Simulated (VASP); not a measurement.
# CsTl2H3 (Cmmm) in VASP: notebook

CsTl2H3 is run at these levels: PBEsol; tasks: single point, relaxation of cell and atoms.

Program: VASP 6.6.1. These are calculated values, not measurements. Logs are shortened: lines on timing, memory, paths and dates and some standing lists are left out, and cuts for length are marked.

### 1 The cell of the first run

The structure is orthorhombic, space group Cmmm (No. 65). The conventional cell has a = 6.170 Å, b = 11.295 Å, c = 3.910 Å, α = 90.00°, β = 90.00°, γ = 90.00°. Cs (site symmetry mmm) has 6 H at 2.83 to 3.65 Å and 8 Tl at 3.76 Å and 2 Cs at 3.91 Å within 4.0 Å. Tl (site symmetry 2/m) has 6 H at 2.49 to 3.22 Å and 2 Tl at 3.09 Å within 3.3 Å. H (site symmetry m2m) has 4 Tl at 2.49 Å and 1 Cs at 2.83 Å and 4 H at 3.09 to 3.43 Å within 3.5 Å. H (site symmetry mmm) has 4 Tl at 3.22 Å and 6 H at 3.43 to 3.91 Å and 4 Cs at 3.65 Å within 4.2 Å.

### 2 Single point, PBEsol

The input, INCAR:

```
SYSTEM = CsTl2H3
PREC = Accurate
ENCUT = 520
EDIFF = 1E-6
ISMEAR = -1
SIGMA = 0.03
LREAL = .False.
LASPH = .True.
NELM = 80
ALGO = Normal
ISIF = 2
LWAVE = .False.
LCHARG = .False.
GGA = PS
NBANDS = 28
```

The input, KPOINTS:

```
regular mesh
0
Gamma
  4 4 4
  0 0 0
```

The input, POSCAR:

```
CsTl2H3
1.0
    3.0851278426     -5.6473614100      0.0000000000
    3.0851278426      5.6473614100      0.0000000000
    0.0000000000      0.0000000000      3.9102643070
Cs Tl H
1 2 3
Direct
    0.5000000000      0.5000000000      0.0000000000
    0.0000000000      0.5000000000      0.5000000000
    0.5000000000      0.0000000000      0.5000000000
    0.2494293529      0.7505706471      0.0000000000
    0.7505706471      0.2494293529      0.0000000000
    0.0000000000      0.0000000000      0.5000000000
```

Potentials or basis: VASP PAW PBE potentials, release 64 (Cs_sv, Tl_d, H).

Command:

```console
> cat potpaw_PBE.64/Cs_sv/POTCAR potpaw_PBE.64/Tl_d/POTCAR potpaw_PBE.64/H/POTCAR > POTCAR
> mpirun -np 1 vasp_std > vasp.out
```

OUTCAR:

```text
SYSTEM = CsTl2H3
   PREC = Accurate
   ENCUT = 520
   EDIFF = 1E-6
   ISMEAR = -1
   LREAL = .False.
   LASPH = .True.
   NELM = 80
   ISIF = 2
   GGA = PS

 ion  position               nearest neighbor table
   1  0.500  0.500  0.000-
   2  0.000  0.500  0.500-   4 2.49   5 2.49   4 2.49   5 2.49   3 3.09   3 3.09
   3  0.500  0.000  0.500-   4 2.49   5 2.49   4 2.49   5 2.49   2 3.09   2 3.09
   4  0.249  0.751  0.000-   2 2.49   3 2.49   2 2.49   3 2.49
   5  0.751  0.249  0.000-   2 2.49   3 2.49   2 2.49   3 2.49
   6  0.000  0.000  0.500-

  LATTYP: Found a base centered orthorhombic cell.
 ALAT       =     6.1702556852
 B/A-ratio  =     1.8305113104
 C/A-ratio  =     0.6337280830

  Lattice vectors:

 A1 = (   3.0851278426,  -5.6473614100,   0.0000000000)
 A2 = (   3.0851278426,   5.6473614100,   0.0000000000)
 A3 = (   0.0000000000,   0.0000000000,   3.9102643070)

Analysis of symmetry for initial positions (statically):
=====================================================================
 Subroutine PRICEL returns:
 Original cell was already a primitive cell.

 Routine SETGRP: Setting up the symmetry group for a
 base centered orthorhombic supercell.

 Subroutine GETGRP returns: Found  8 space group operations
 (whereof  8 operations were pure point group operations)
 out of a pool of  8 trial point group operations.

The static configuration has the point symmetry D_2h.

Analysis of symmetry for dynamics (positions and initial velocities):
=====================================================================
 Subroutine PRICEL returns:
 Original cell was already a primitive cell.

 Routine SETGRP: Setting up the symmetry group for a
 base centered orthorhombic supercell.

 Subroutine GETGRP returns: Found  8 space group operations
 (whereof  8 operations were pure point group operations)
 out of a pool of  8 trial point group operations.

The dynamic configuration has the point symmetry D_2h.

 Subroutine INISYM returns: Found  8 space group operations
 (whereof  8 operations are pure point group operations),
 and found     1 'primitive' translations

----------------------------------------------------------------------------------------

                                     Primitive cell

  volume of cell :     136.2558

  direct lattice vectors                    reciprocal lattice vectors
     3.085127843 -5.647361410  0.000000000     0.162067838 -0.088536923  0.000000000
     3.085127843  5.647361410  0.000000000     0.162067838  0.088536923  0.000000000
[... 92 lines left out ...]
   NSW    =      0    number of steps for IOM
   IBRION =     -1    ionic relax: 0-MD 1-quasi-New 2-CG
   NFREE  =      0    steps in history (QN), initial steepest desc. (CG)
   ISIF   =      2    stress and relaxation
   ISYM   =      2    0-nonsym 1-usesym 2-fastsym
   POTIM  = 0.5000    time-step for ionic-motion
   TEBEG  =    0.0;   TEEND  =   0.0 temperature during run
   PSTRESS=    0.0 pullay stress
   NELECT =      38.0000    total number of electrons
   NUPDOWN=      -1.0000    fix difference up-down
   EMIN   =  10.00;   EMAX   =-10.00  energy-range for DOS
   EFERMI =   0.00;   METHOD = LEGACY
   ISMEAR =    -1;   SIGMA  =   0.03  broadening in eV -4-tet -1-fermi 0-gaus
   EFERMI_NEDOS =   21; number of points for ismear=-14 and -15
   IALGO  =     38    algorithm
   IMIX   =      4    mixing-type and parameters
     AMIX     =   0.40;   BMIX     =  1.00
     AMIX_MAG =   1.60;   BMIX_MAG =  1.00
  volume/ion in A,a.u.               =      22.71       153.25
  Fermi-wavevector in a.u.,A,eV,Ry     =   1.069591  2.021234 15.565404  1.144025
  Thomas-Fermi vector in A             =   2.205275
   LORBIT       =      0    0 simple, 1 ext, 2 COOP (PROOUT), +10 PAW based schemes
   GGA     = PS    functional components
   LHFCALC =     F    Hartree Fock is set to
   AEXX    =    0.0000 exact exchange contribution
   IVDW    =     0    specifies the selected vdW correction
   LEPSILON=     F    determine dielectric tensor
   LRPA    =     F    only Hartree local field effects (RPA)
 non-spin polarized calculation
  energy-cutoff  :      520.00
  volume of cell :      136.26
 maximum number of plane-waves:      3693
   NGX = 23   NGY = 23   NGZ = 15

 number of electron      37.9999999 magnetization

 Free energy of the ion-electron system (eV)
  ---------------------------------------------------
  ext. energy  EPLUGINS =         0.00000000
  ---------------------------------------------------
  free energy    TOTEN  =       -13.66844031 eV

  energy without entropy =      -13.66267609  energy(sigma->0) =      -13.66555820

 E-fermi :   3.0887     XC(G=0):  -8.7126

 val. band max:        3.0609329907   @ k =   0.2500   0.0000   0.5000
 cond. band min:       3.1485833650   @ k =   0.2500   0.0000   0.2500
 fundamental gap:      0.0876503743
 Fermi energy:         3.0887076527

 k-point     1 :       0.0000    0.0000    0.0000
  band No.  band energies     occupation
      1     -19.6536      2.00000
      2      -9.2616      2.00000
      3      -8.8761      2.00000
      4      -8.7462      2.00000
      5      -8.7369      2.00000
      6      -8.6119      2.00000
[... 640 lines left out ...]
     27       7.6271      0.00000
     28       8.7889      0.00000

------------------------ aborting loop because EDIFF is reached ----------------------------------------

  FORCE on cell =-STRESS in cart. coord.  units (eV):
  Direction    XX          YY          ZZ          XY          YZ          ZX
  --------------------------------------------------------------------------------------
  -------------------------------------------------------------------------------------
  Total       -0.0257906      0.0132930     -0.0025196     -0.0000000      0.0000000      0.0000000
  in kB       -0.3032609      0.1563075     -0.0296268     -0.0000000      0.0000000      0.0000000
  external PRESSURE =      -0.0588601 kB  Pullay stress =       0.0000000 kB

 VOLUME and BASIS-vectors are now :
 -----------------------------------------------------------------------------
  energy-cutoff  :      520.00
  volume of cell :      136.26
      direct lattice vectors                 reciprocal lattice vectors
     3.085127843 -5.647361410  0.000000000     0.162067838 -0.088536923  0.000000000
     3.085127843  5.647361410  0.000000000     0.162067838  0.088536923  0.000000000
     0.000000000  0.000000000  3.910264307     0.000000000  0.000000000  0.255737188

 POSITION                                       TOTAL-FORCE (eV/Angst)
 -----------------------------------------------------------------------------------
      3.08513      0.00000      0.00000         0.000000      0.000000      0.000000
      1.54256      2.82368      1.95513         0.000000      0.000000      0.000000
      1.54256     -2.82368      1.95513        -0.000000     -0.000000      0.000000
      3.08513      2.83013      0.00000         0.000000      0.004509      0.000000
      3.08513     -2.83013      0.00000         0.000000     -0.004509      0.000000
      0.00000      0.00000      1.95513         0.000000      0.000000      0.000000
 -----------------------------------------------------------------------------------
    total drift:                                0.000000      0.000000     -0.000000

  FREE ENERGIE OF THE ION-ELECTRON SYSTEM (eV)
  ---------------------------------------------------
  free  energy   TOTEN  =       -13.6684403113 eV

  energy  without entropy=      -13.6626760897  energy(sigma->0) =      -13.66555820
```

It took 31 s on 1 thread of Intel Xeon 6975P-C (Granite Rapids), shared host; peak memory 0.28 GiB.

What came out:

| Quantity | Value |
| --- | --- |
| Free energy | -13.6684 eV |
| Pressure | 0.0 GPa |
| Largest force | 0.005 eV/Å |
| Band gap on the k mesh | zero (bands 19 and 20 overlap by 1.94 eV) |

Forces in eV/Å, atoms in the order of the input:
```
Cs   0.000  0.000  0.000
Tl   0.000  0.000  0.000
Tl   0.000  0.000  0.000
H    0.000  0.005  0.000
H    0.000 -0.005  0.000
H    0.000  0.000  0.000
```

Caveat: the k points lie up to 0.40 Å⁻¹ apart, too coarse for converged energies and pressures of a metal; the PAW data sets were made with another functional, which shifts forces and pressure a little; spin-orbit coupling is left out, which moves the levels of the heavy elements.

### 3 Relaxation of cell and atoms, PBEsol

This run uses another cell than the first one, of 23.88 Å³/atom.

The input, INCAR:

```
ALGO = Normal
EDIFF = 1E-6
EDIFFG = -0.01
ENCUT = 600
GGA = PS
IBRION = 2
ISIF = 3
ISMEAR = -1
LASPH = True
LCHARG = False
LREAL = False
LWAVE = False
NELM = 100
NSW = 100
PREC = Accurate
SIGMA = 0.03
```

The input, KPOINTS:

```
k-points
0
Gamma
  4 4 4
```

The input, POSCAR:

```
CsTl2H3
1.0
    3.0146635200     -5.0416412100      0.0000000000
    3.0146635200      5.0416412100      0.0000000000
    0.0000000000      0.0000000000      4.7138211000
Cs Tl H
1 2 3
Direct
    0.5000000000      0.5000000000      0.0000000000
    0.0000000000      0.5000000000      0.5000000000
    0.5000000000      0.0000000000      0.5000000000
    0.1610669100      0.8389330900      0.0000000000
    0.8389330900      0.1610669100      0.0000000000
    0.0000000000      0.0000000000      0.5000000000
```

Potentials or basis: VASP PAW PBE potentials, release 64 (Cs_sv, Tl_d, H).

Command:

```console
> cat potpaw_PBE.64/Cs_sv/POTCAR potpaw_PBE.64/Tl_d/POTCAR potpaw_PBE.64/H/POTCAR > POTCAR
> mpirun -np 1 vasp_std > vasp.out
```

OUTCAR:

```text
EDIFF = 1E-6
   EDIFFG = -0.01
   ENCUT = 600
   GGA = PS
   IBRION = 2
   ISIF = 3
   ISMEAR = -1
   LASPH = True
   LREAL = False
   NELM = 100
   NSW = 100
   PREC = Accurate

 ion  position               nearest neighbor table
   1  0.500  0.500  0.000-
   2  0.000  0.500  0.500-   3 3.01   3 3.01
   3  0.500  0.000  0.500-   2 3.01   2 3.01
   4  0.161  0.839  0.000-
   5  0.839  0.161  0.000-
   6  0.000  0.000  0.500-

  LATTYP: Found a base centered orthorhombic cell.
 ALAT       =     6.0293270400
 B/A-ratio  =     1.6723727794
 C/A-ratio  =     0.7818154611

  Lattice vectors:

 A1 = (   3.0146635200,  -5.0416412100,   0.0000000000)
 A2 = (   3.0146635200,   5.0416412100,   0.0000000000)
 A3 = (   0.0000000000,   0.0000000000,   4.7138211000)

Analysis of symmetry for initial positions (statically):
=====================================================================
 Subroutine PRICEL returns:
 Original cell was already a primitive cell.

 Routine SETGRP: Setting up the symmetry group for a
 base centered orthorhombic supercell.

 Subroutine GETGRP returns: Found  8 space group operations
 (whereof  8 operations were pure point group operations)
[... 170 lines left out ...]

------------------------ aborting loop because EDIFF is reached ----------------------------------------

  FORCE on cell =-STRESS in cart. coord.  units (eV):
  Direction    XX          YY          ZZ          XY          YZ          ZX
  --------------------------------------------------------------------------------------
  -------------------------------------------------------------------------------------
  Total       -2.8872981     -1.5270434     -2.0633570      0.0000000      0.0000000      0.0000000
  in kB      -32.2840739    -17.0745040    -23.0712481      0.0000000      0.0000000      0.0000000
  external PRESSURE =     -24.1432753 kB  Pullay stress =       0.0000000 kB
[... 101 lines left out ...]
  FREE ENERGIE OF THE ION-ELECTRON SYSTEM (eV)
  ---------------------------------------------------
  free  energy   TOTEN  =       -13.3387114880 eV

  energy  without entropy=      -13.3344623679  energy(sigma->0) =      -13.33658693

[... ionic steps 4 to 31 ...]

--------------------------------------- Ionic step       32  -------------------------------------------

 number of electron      38.0000002 magnetization

------------------------ aborting loop because EDIFF is reached ----------------------------------------
[... 75 lines left out ...]
--------------------------------------- Ionic step       34  -------------------------------------------

 number of electron      38.0000002 magnetization

 Free energy of the ion-electron system (eV)
  ---------------------------------------------------
  ext. energy  EPLUGINS =         0.00000000
  ---------------------------------------------------
  free energy    TOTEN  =       -13.66619329 eV

  energy without entropy =      -13.66004667  energy(sigma->0) =      -13.66311998

 E-fermi :   3.0934     XC(G=0):  -8.7205

 val. band max:        3.0708181816   @ k =   0.2500   0.0000   0.5000
 cond. band min:       3.1488466668   @ k =   0.2500   0.0000   0.2500
 fundamental gap:      0.0780284852
 Fermi energy:         3.0934125662

 k-point     1 :       0.0000    0.0000    0.0000
  band No.  band energies     occupation
      1     -19.6465      2.00000
      2      -9.2579      2.00000
      3      -8.8717      2.00000
      4      -8.7428      2.00000
      5      -8.7280      2.00000
      6      -8.6044      2.00000
[... 568 lines left out ...]
  FREE ENERGIE OF THE ION-ELECTRON SYSTEM (eV)
  ---------------------------------------------------
  free  energy   TOTEN  =       -13.6661932924 eV

  energy  without entropy=      -13.6600466701  energy(sigma->0) =      -13.66311998

 reached required accuracy - stopping structural energy minimisation
```

OSZICAR:

```text
N       E                     dE             d eps       ncg     rms          rms(c)
DAV:   1     0.224864112928E+03    0.22486E+03   -0.19660E+04   966   0.161E+03
DAV:   2    -0.938112724325E+00   -0.22580E+03   -0.22304E+03  1107   0.298E+02
DAV:   3    -0.143062923060E+02   -0.13368E+02   -0.13337E+02  1176   0.619E+01
[... 290 lines left out ...]
DAV:   1    -0.136668037558E+02   -0.67859E-03   -0.23258E-02   966   0.108E+00    0.125E-01
DAV:   2    -0.136663342684E+02    0.46949E-03   -0.96844E-04  1043   0.236E-01    0.585E-02
DAV:   3    -0.136662014496E+02    0.13282E-03   -0.33094E-04  1106   0.131E-01    0.352E-02
DAV:   4    -0.136661938427E+02    0.76069E-05   -0.42483E-05  1071   0.441E-02    0.519E-03
DAV:   5    -0.136661932924E+02    0.55029E-06   -0.56560E-06  1036   0.177E-02
  34 F= -.13666193E+02 E0= -.13663120E+02  d E =-.683201E-04
```

Run time: 11 min. Hardware: 1 thread of Intel Xeon 6975P-C (Granite Rapids), shared host; peak memory 0.36 GiB.

What came out:

| Property | Result |
| --- | --- |
| Free energy | -13.6662 eV |
| Relaxed volume | 22.68 Å³/atom |
| Relaxed cell | a = 6.421 Å, b = 6.421 Å, c = 3.918 Å, α = 90.00°, β = 90.00°, γ = 122.60° |
| Space group after relaxing (to 0.1 Å) | Cmmm (No. 65) |
| Energy gained by relaxing | 84.9 meV/atom |
| Ionic steps | 34 |
| Pressure after relaxing | 0.0 GPa |
| Largest force after relaxing | 0.010 eV/Å |
| Band gap on the k mesh | zero (bands 19 and 20 overlap by 1.93 eV) |

Forces on the atoms (eV/Å):
```
Cs   0.000  0.000  0.000
Tl   0.000  0.000  0.000
Tl   0.000  0.000  0.000
H    0.000 -0.010  0.000
H    0.000  0.010  0.000
H    0.000  0.000  0.000
```

The path:
```csv
step,energy change (eV),largest force (eV/Å),pressure (GPa),volume (Å³)
1,0.0000,0.4820,-2.41,143.29
2,-0.1179,0.4502,-1.49,135.95
3,-0.1822,0.4007,0.14,127.24
4,-0.1826,0.3946,0.35,126.28
5,-0.2117,0.3768,0.40,125.87
6,-0.2786,0.3285,0.60,124.58
7,-0.3284,0.2112,1.32,121.75
8,-0.3579,0.1948,1.09,123.04
9,-0.4262,0.1334,0.49,126.91
10,-0.4786,0.0108,-0.37,134.71
11,-0.4790,0.0078,-0.44,135.35
12,-0.4870,0.0077,-0.11,133.86
13,-0.4879,0.0161,0.05,133.19
14,-0.4891,0.0070,0.05,133.20
15,-0.4911,0.0249,0.05,133.21
16,-0.4903,0.1048,0.09,133.16
17,-0.4916,0.0495,0.05,133.21
18,-0.4917,0.0672,0.06,133.20
19,-0.4934,0.0874,-0.01,133.70
20,-0.4940,0.1114,-0.21,135.15
21,-0.4948,0.1023,-0.12,134.47
22,-0.4958,0.1004,-0.11,134.50
23,-0.4984,0.0937,-0.08,134.62
24,-0.5015,0.0757,0.00,134.83
25,-0.5052,0.0575,0.05,134.88
26,-0.5085,0.0239,0.13,134.97
27,-0.5086,0.0153,0.16,134.99
28,-0.5093,0.0093,0.01,135.95
29,-0.5093,0.0084,-0.01,136.09
30,-0.5095,0.0094,-0.02,136.14
31,-0.5096,0.0102,-0.02,136.18
32,-0.5096,0.0119,-0.03,136.26
33,-0.5096,0.0109,-0.02,136.21
34,-0.5097,0.0096,0.02,136.07
```

Final structure:
```
CELL_PARAMETERS angstrom
3.08346 -5.63220 0.00000
3.08346 5.63220 0.00000
0.00000 0.00000 3.91761
ATOMIC_POSITIONS crystal
Cs 0.50000 0.50000 0.00000
Tl 0.00000 0.50000 0.50000
Tl 0.50000 0.00000 0.50000
H 0.24776 0.75224 0.00000
H 0.75224 0.24776 0.00000
H 0.00000 0.00000 0.50000
```

Caveat: a cell axis changed by over 15 % at a fixed basis, so the end point is rough; the PAW data sets were made with another functional, which shifts forces and pressure a little; spin-orbit coupling is left out, which moves the levels of the heavy elements.
